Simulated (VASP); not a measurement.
## Sn: single point with LDA

Sn:

```
Sn
1.0
    -1.72654    1.77555    2.33834
     1.72654   -1.77555    2.33834
     1.72654    1.77555   -2.33834
Sn
1
Direct
  0.00000 0.00000 0.00000
```

- Program: VASP 6.6.1
- Task: single point
- Functional: LDA
- Potentials or basis: VASP PAW LDA potentials, release 64 (Sn_d)
- Cutoff: 520 eV
- k mesh: 11 × 11 × 11
- Occupations: fermi-dirac, width 0.05 eV
- Spin: no spin polarisation

- Pressure: -4.7 GPa
- Band gap on the k mesh: zero (band 7 reaches 14.15 eV, above the bottom of band 8 at 5.49 eV)

Stress tensor (GPa, compression positive):
```
-4.09  0.00  0.00
 0.00 -5.68  0.00
 0.00  0.00 -4.32
```

Levels at points of the mesh, in eV from the Fermi level:
| k point | band 3 | band 4 | band 5 | band 6 | band 7 | band 8 | band 9 | band 10 | band 11 | band 12 |
| --- | --- | --- | --- | --- | --- | --- | --- | --- | --- | --- |
| (0.00, 0.00, 0.00) | -21.42 | -21.39 | -21.35 | -10.78 | 6.91 | 7.06 | 7.45 | 10.73 | 11.20 | 11.70 |

Wall time 23 s on 1 thread of Intel(R) Xeon(R) 6975P-C (Granite Rapids) (shared host), peak memory 0.19 GiB.

Caveat: spin-orbit coupling is left out, which moves the levels of the heavy elements.
